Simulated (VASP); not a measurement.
# Al3Cu (P4/mmm) in VASP: further runs

The runs below take Al3Cu through single point, relaxation of cell and atoms, with LDA, r2SCAN+D4, r2SCAN.

All numbers are computed with VASP 6.6.1; they aren't measurements. Logs are shortened: lines on timing, memory, paths and dates and some standing lists are left out, and cuts for length are marked.

### Step 1. The cell of the first run

Symmetry: P4/mmm, No. 123, tetragonal system. The conventional cell has a = 2.782 Å, b = 2.782 Å, c = 7.388 Å, α = 90.00°, β = 90.00°, γ = 90.00°. Within 3.7 Å of Al (site symmetry 4/mmm) lie 12 Al at 2.78 to 2.85 Å and 2 Cu at 3.69 Å. Within 3.4 Å of Al (site symmetry 4mm) lie 4 Cu at 2.55 Å and 9 Al at 2.78 to 3.26 Å. Within 3.4 Å of Cu (site symmetry 4/mmm) lie 8 Al at 2.55 Å and 4 Cu at 2.78 Å.

### Step 2. Single point, LDA

File INCAR:

```
ALGO = Normal ; EDIFF = 1E-7
ENCUT = 520 ; GGA = CA
ISIF = 2 ; ISMEAR = 0
LASPH = True ; LCHARG = False
LREAL = False ; LWAVE = False
NBANDS = 18 ; NELM = 60
PREC = Accurate ; SIGMA = 0.05
```

File KPOINTS:

```
k-points
0
Gamma
  8 8 3
```

File POSCAR:

```
Al3Cu
1.0
    2.7823705291      0.0000000000      0.0000000000
    0.0000000000      2.7823705291      0.0000000000
    0.0000000000      0.0000000000      7.3882361175
Al Cu
3 1
Direct
    0.0000000000      0.0000000000      0.5000000000
    0.5000000000      0.5000000000      0.2205503600
    0.5000000000      0.5000000000      0.7794496400
    0.0000000000      0.0000000000      0.0000000000
```

Potentials or basis: VASP PAW LDA potentials, release 64 (Al, Cu).

Started as:

```sh
cat potpaw_LDA.64/Al/POTCAR potpaw_LDA.64/Cu/POTCAR > POTCAR
mpirun -np 1 vasp_std > vasp.out
```

OUTCAR:

```text
EDIFF = 1E-7
   ENCUT = 520
   GGA = CA
   ISIF = 2
   ISMEAR = 0
   LASPH = True
   LREAL = False
   NELM = 60
   PREC = Accurate

 ion  position               nearest neighbor table
   1  0.000  0.000  0.500-   2 2.85   3 2.85   2 2.85   3 2.85   2 2.85   3 2.85   2 2.85   3 2.85

   2  0.500  0.500  0.221-   4 2.55   4 2.55   4 2.55   4 2.55   1 2.85   1 2.85   1 2.85   1 2.85
                             3 3.26
   3  0.500  0.500  0.779-   4 2.55   4 2.55   4 2.55   4 2.55   1 2.85   1 2.85   1 2.85   1 2.85
                             2 3.26
   4  0.000  0.000  0.000-   2 2.55   3 2.55   2 2.55   3 2.55   2 2.55   3 2.55   2 2.55   3 2.55

  LATTYP: Found a simple tetragonal cell.
 ALAT       =     2.7823705291
 C/A-ratio  =     2.6553746312

  Lattice vectors:

 A1 = (   2.7823705291,   0.0000000000,   0.0000000000)
 A2 = (   0.0000000000,   2.7823705291,   0.0000000000)
 A3 = (   0.0000000000,   0.0000000000,   7.3882361175)

Analysis of symmetry for initial positions (statically):
=====================================================================
 Subroutine PRICEL returns:
 Original cell was already a primitive cell.

 Routine SETGRP: Setting up the symmetry group for a
 simple tetragonal supercell.

 Subroutine GETGRP returns: Found 16 space group operations
 (whereof 16 operations were pure point group operations)
 out of a pool of 16 trial point group operations.

The static configuration has the point symmetry D_4h.

Analysis of symmetry for dynamics (positions and initial velocities):
=====================================================================
 Subroutine PRICEL returns:
 Original cell was already a primitive cell.

 Routine SETGRP: Setting up the symmetry group for a
 simple tetragonal supercell.

 Subroutine GETGRP returns: Found 16 space group operations
 (whereof 16 operations were pure point group operations)
 out of a pool of 16 trial point group operations.

The dynamic configuration has the point symmetry D_4h.

 Subroutine INISYM returns: Found 16 space group operations
 (whereof 16 operations are pure point group operations),
 and found     1 'primitive' translations

----------------------------------------------------------------------------------------

                                     Primitive cell

  volume of cell :      57.1967

  direct lattice vectors                    reciprocal lattice vectors
     2.782370529  0.000000000  0.000000000     0.359405762  0.000000000  0.000000000
     0.000000000  2.782370529  0.000000000     0.000000000  0.359405762  0.000000000
     0.000000000  0.000000000  7.388236117     0.000000000  0.000000000  0.135350303

  length of vectors
     2.782370529  2.782370529  7.388236117     0.359405762  0.359405762  0.135350303

  position of ions in fractional coordinates (direct lattice)
     0.000000000  0.000000000  0.500000000
     0.500000000  0.500000000  0.220550360
     0.500000000  0.500000000  0.779449640
     0.000000000  0.000000000  0.000000000

  ion indices of the primitive-cell ions
   primitive index   ion index
                 1           1
                 2           2
                 3           3
                 4           4

----------------------------------------------------------------------------------------

 KPOINTS: k-points

Automatic generation of k-mesh.
 Grid dimensions read from file:
 generate k-points for:    8    8    3

 Generating k-lattice:

  Cartesian coordinates                     Fractional coordinates (reciprocal lattice)
     0.044925720  0.000000000  0.000000000     0.125000000  0.000000000  0.000000000
     0.000000000  0.044925720  0.000000000     0.000000000  0.125000000  0.000000000
     0.000000000  0.000000000  0.045116768     0.000000000  0.000000000  0.333333333

  Length of vectors
     0.044925720  0.044925720  0.045116768

  Shift w.r.t. Gamma in fractional coordinates (k-lattice)
     0.000000000  0.000000000  0.000000000

 Subroutine IBZKPT returns following result:
 ===========================================

 Found     30 irreducible k-points:

 Following reciprocal coordinates:
            Coordinates               Weight
  0.000000  0.000000  0.000000      1.000000
  0.125000  0.000000  0.000000      4.000000
  0.250000  0.000000  0.000000      4.000000
  0.375000  0.000000  0.000000      4.000000
  0.500000  0.000000  0.000000      2.000000
  0.125000  0.125000  0.000000      4.000000
[... 16 lines left out ...]
  0.375000  0.125000  0.333333     16.000000
  0.500000  0.125000  0.333333      8.000000
 [... further k-points ...]
   k-points           NKPTS =     30   k-points in BZ     NKDIM =     30   number of bands    NBANDS=     18
   number of dos      NEDOS =    301   number of ions     NIONS =      4
   total plane-waves  NPLWV =  32256
   dimension x,y,z NGX =    24 NGY =   24 NGZ =   56
   dimension x,y,z NGXF=    48 NGYF=   48 NGZF=  112
   ions per type =               3   1
   NGX,Y,Z   is equivalent  to a cutoff of  14.34, 14.34, 12.60 a.u.
   NGXF,Y,Z  is equivalent  to a cutoff of  28.68, 28.68, 25.20 a.u.
 SYSTEM =  unknown system
   PREC   = accura    normal or accurate (medium, high low for compatibility)
   ISTART =      0    job   : 0-new  1-cont  2-samecut
   ICHARG =      2    charge: 1-file 2-atom 10-const
   ISPIN  =      1    spin polarized calculation?
   LNONCOLLINEAR =      F non collinear calculations
   LSORBIT =      F    spin-orbit coupling
   LASPH  =      T    aspherical Exc in radial PAW
   ENCUT  =  520.0 eV  38.22 Ry    6.18 a.u.   5.17  5.17 13.74*2*pi/ulx,y,z
   NELM   =     60;   NELMIN=  2; NELMDL= -5     # of ELM steps
   EDIFF  = 0.1E-06   stopping-criterion for ELM
   LREAL  =      F    real-space projection
   EDIFFG = 0.1E-05   stopping-criterion for IOM
   NSW    =      0    number of steps for IOM
   IBRION =     -1    ionic relax: 0-MD 1-quasi-New 2-CG
   NFREE  =      0    steps in history (QN), initial steepest desc. (CG)
   ISIF   =      2    stress and relaxation
   ISYM   =      2    0-nonsym 1-usesym 2-fastsym
   POTIM  = 0.5000    time-step for ionic-motion
   TEBEG  =    0.0;   TEEND  =   0.0 temperature during run
   PSTRESS=    0.0 pullay stress
   NELECT =      20.0000    total number of electrons
   NUPDOWN=      -1.0000    fix difference up-down
   EMIN   =  10.00;   EMAX   =-10.00  energy-range for DOS
   EFERMI =   0.00;   METHOD = LEGACY
   ISMEAR =     0;   SIGMA  =   0.05  broadening in eV -4-tet -1-fermi 0-gaus
   EFERMI_NEDOS =   21; number of points for ismear=-14 and -15
   IALGO  =     38    algorithm
   IMIX   =      4    mixing-type and parameters
     AMIX     =   0.40;   BMIX     =  1.00
     AMIX_MAG =   1.60;   BMIX_MAG =  1.00
  volume/ion in A,a.u.               =      14.30        96.50
  Fermi-wavevector in a.u.,A,eV,Ry     =   1.153350  2.179516 18.098702  1.330217
  Thomas-Fermi vector in A             =   2.289995
   LORBIT       =      0    0 simple, 1 ext, 2 COOP (PROOUT), +10 PAW based schemes
   GGA     = CA    functional components
   LHFCALC =     F    Hartree Fock is set to
   AEXX    =    0.0000 exact exchange contribution
   IVDW    =     0    specifies the selected vdW correction
   LEPSILON=     F    determine dielectric tensor
   LRPA    =     F    only Hartree local field effects (RPA)
 non-spin polarized calculation
 Gauss-broadening in eV      SIGMA  =   0.05
  energy-cutoff  :      520.00
  volume of cell :       57.20
 maximum number of plane-waves:      1560
 NGX is ok and might be reduce to    24
   NGX = 11   NGY = 11   NGZ = 27

 number of electron      20.0000016 magnetization

 Free energy of the ion-electron system (eV)
  ---------------------------------------------------
  ext. energy  EPLUGINS =         0.00000000
  ---------------------------------------------------
  free energy    TOTEN  =       -17.63127788 eV

  energy without entropy =      -17.62799060  energy(sigma->0) =      -17.62963424

 E-fermi :   8.5568     XC(G=0): -11.1636

 val. band max:        8.5446941764   @ k =   0.2500   0.1250   0.3333
 cond. band min:       8.5778862796   @ k =   0.3750   0.3750   0.0000
 fundamental gap:      0.0331921031
 Fermi energy:         8.5567710624

 k-point     1 :       0.0000    0.0000    0.0000
  band No.  band energies     occupation
      1      -2.7997      2.00000
      2      -0.2375      2.00000
      3       0.0100      2.00000
      4       3.8418      2.00000
      5       3.9951      2.00000
      6       4.7094      2.00000
[... 10 lines left out ...]
     17      17.5163      0.00000
     18      17.5163      0.00000

 k-point     2 :       0.1250    0.0000    0.0000
  band No.  band energies     occupation
      1      -2.4984      2.00000
      2       0.0294      2.00000
      3       0.3106      2.00000
      4       3.8931      2.00000
      5       4.0706      2.00000
      6       4.5607      2.00000
[... 10 lines left out ...]
     17      17.8444      0.00000
     18      18.4815      0.00000

 k-point     3 :       0.2500    0.0000    0.0000
  band No.  band energies     occupation
      1      -1.6034      2.00000
      2       0.8042      2.00000
      3       1.1957      2.00000
      4       3.9855      2.00000
      5       4.2323      2.00000
      6       4.2922      2.00000
[... 10 lines left out ...]
     17      18.3799      0.00000
     18      18.3889      0.00000

 k-point     4 :       0.3750    0.0000    0.0000
  band No.  band energies     occupation
      1      -0.1449      2.00000
      2       1.9437      2.00000
      3       2.5780      2.00000
      4       3.6728      2.00000
      5       4.1292      2.00000
      6       4.2853      2.00000
[... 375 lines left out ...]
      4       3.9375      2.00000
      5       4.0898      2.00000
      6       4.4886      2.00000
[... 10 lines left out ...]
     17      17.4701      0.00000
     18      17.6607      0.00000

 k-point    23 :       0.3750    0.1250    0.3333
  band No.  band energies     occupation
      1       0.4193      2.00000
      2       1.2256      2.00000
      3       3.4198      2.00000
      4       3.8412      2.00000
      5       4.0666      2.00000
      6       4.4948      2.00000
[... 10 lines left out ...]
     17      18.1260      0.00000
     18      18.6037      0.00000

 k-point    24 :       0.5000    0.1250    0.3333
  band No.  band energies     occupation
      1       2.2459      2.00000
      2       2.2483      2.00000
      3       2.7073      2.00000
      4       3.1243      2.00000
      5       4.1245      2.00000
      6       4.2148      2.00000
[... 10 lines left out ...]
     17      16.8544      0.00000
     18      17.5895      0.00000

 [... further k-points ...]
[... 5 lines left out ...]
  --------------------------------------------------------------------------------------
  -------------------------------------------------------------------------------------
  Total        0.0868971      0.0868971      0.0996294      0.0000000     -0.0000000      0.0000000
  in kB        2.4341365      2.4341365      2.7907924      0.0000000     -0.0000000      0.0000000
  external PRESSURE =       2.5530218 kB  Pullay stress =       0.0000000 kB

 VOLUME and BASIS-vectors are now :
 -----------------------------------------------------------------------------
  energy-cutoff  :      520.00
  volume of cell :       57.20
      direct lattice vectors                 reciprocal lattice vectors
     2.782370529  0.000000000  0.000000000     0.359405762  0.000000000  0.000000000
     0.000000000  2.782370529  0.000000000     0.000000000  0.359405762  0.000000000
     0.000000000  0.000000000  7.388236117     0.000000000  0.000000000  0.135350303

 POSITION                                       TOTAL-FORCE (eV/Angst)
 -----------------------------------------------------------------------------------
      0.00000      0.00000      3.69412         0.000000     -0.000000      0.000000
      1.39119      1.39119      1.62948         0.000000      0.000000      0.024115
      1.39119      1.39119      5.75876        -0.000000      0.000000     -0.024115
      0.00000      0.00000      0.00000         0.000000     -0.000000      0.000000
 -----------------------------------------------------------------------------------
    total drift:                                0.000000      0.000000     -0.000000

  FREE ENERGIE OF THE ION-ELECTRON SYSTEM (eV)
  ---------------------------------------------------
  free  energy   TOTEN  =       -17.6312778799 eV

  energy  without entropy=      -17.6279905976  energy(sigma->0) =      -17.62963424
```

Run time: 26 s. Hardware: 1 thread of AMD EPYC 9R45 (Zen 5), shared host; peak memory 0.13 GiB.

Results:

```yaml
Free_energy: -17.6313 eV
Pressure: 0.3 GPa
Largest_force: 0.024 eV/Å
Band_gap_on_the_k_mesh: zero (band 10 reaches 11.98 eV, above the bottom of band 11 at 6.54 eV)
```

Forces on the atoms (eV/Å):
```
Al   0.000  0.000  0.000
Al   0.000  0.000  0.024
Al   0.000  0.000 -0.024
Cu   0.000  0.000  0.000
```

Levels at points of the mesh, in eV from the Fermi level:
```
           k point  band 6  band 7  band 8  band 9  band 10  band 11  band 12  band 13  band 14  band 15
(0.00, 0.00, 0.00)   -3.85   -3.85   -3.45   -1.46     0.92     6.29     6.36     6.36     7.90     8.88
(0.50, 0.00, 0.00)   -4.10   -3.93   -3.77   -3.74    -2.36    -2.01     2.95     4.19     4.33     5.55
(0.50, 0.50, 0.00)   -2.68   -2.68   -0.56   -0.53     0.08     0.08     0.54     0.54     0.68     1.97
```

### Step 3. Single point, r2SCAN+D4

This run uses another cell than the first one, of 14.43 Å³/atom, 1.009 times its volume.

File POSCAR:

```
Al3Cu
1.0
    2.7678987799      0.0000000000      0.0000000000
    0.0000000000      2.7678987799      0.0000000000
    0.0000000000      0.0000000000      7.5328431232
Al Cu
3 1
Direct
    0.0000000000      0.0000000000      0.5000000000
    0.5000000000      0.5000000000      0.2229522247
    0.5000000000      0.5000000000      0.7770477753
    0.0000000000      0.0000000000      0.0000000000
```

File INCAR.step1:

```
PREC = Accurate
ENCUT = 520
ISMEAR = 0
SIGMA = 0.05
LREAL = F
LASPH = T
NELM = 60
NBANDS = 18
GGA = PE
ALGO = Normal
EDIFF = 1E-4
LWAVE = T
LCHARG = F
```

File INCAR.step2:

```
PREC = Accurate
ENCUT = 520
EDIFF = 1E-6
ISMEAR = 0
SIGMA = 0.05
LREAL = F
LASPH = T
NELM = 60
ALGO = Normal
ISIF = 2
LWAVE = F
LCHARG = T
METAGGA = R2SCAN
LMIXTAU = T
IVDW = 13
VDW_S6 = 1.0
VDW_S8 = 0.6018749
VDW_A1 = 0.51559235
VDW_A2 = 5.77342911
LELF = T
LVHAR = T
NBANDS = 18
ISTART = 1
```

File KPOINTS:

```
Automatic mesh
0
Gamma
  8 8 3
```

Potentials or basis: VASP PAW PBE potentials, release 64 (Al, Cu).

Started as:

```sh
cat potpaw_PBE.64/Al/POTCAR potpaw_PBE.64/Cu/POTCAR > POTCAR
cp INCAR.step1 INCAR
mpirun -np 1 vasp_std > vasp.out
cp INCAR.step2 INCAR
mpirun -np 1 vasp_std > vasp.out
```

Wall time 90 s (1 thread of AMD EPYC 9R45 (Zen 5), shared host); peak memory 0.16 GiB.

It converged, with:

```
Free energy                : -31.9181 eV
Pressure                   : -0.3 GPa
Largest force              : 0.015 eV/Å
Band gap on the k mesh     : zero (band 10 reaches 11.82 eV, above the bottom of band 11 at 6.70 eV)
Dispersion energy per atom : -0.140 eV
```

Forces in eV/Å, atoms in the order of the input:
```
Al   0.000  0.000  0.000
Al   0.000  0.000  0.015
Al   0.000  0.000 -0.015
Cu   0.000  0.000  0.000
```

Levels at points of the mesh, in eV from the Fermi level:
```tsv
k point	band 8	band 9	band 10	band 11	band 12	band 13
(0.00, 0.00, 0.00)	-3.42	-1.97	0.61	6.58	7.11	7.11
(0.50, 0.00, 0.00)	-3.88	-3.72	-2.49	-1.97	2.79	4.12
(0.50, 0.50, 0.00)	-0.59	-0.40	0.08	0.08	0.44	0.44
```

Caveat: the PAW data sets were made with another functional, which shifts forces and pressure a little; pairwise dispersion overbinds metals, which lowers pressure and volume.

(Continued in part 2 of 2.)
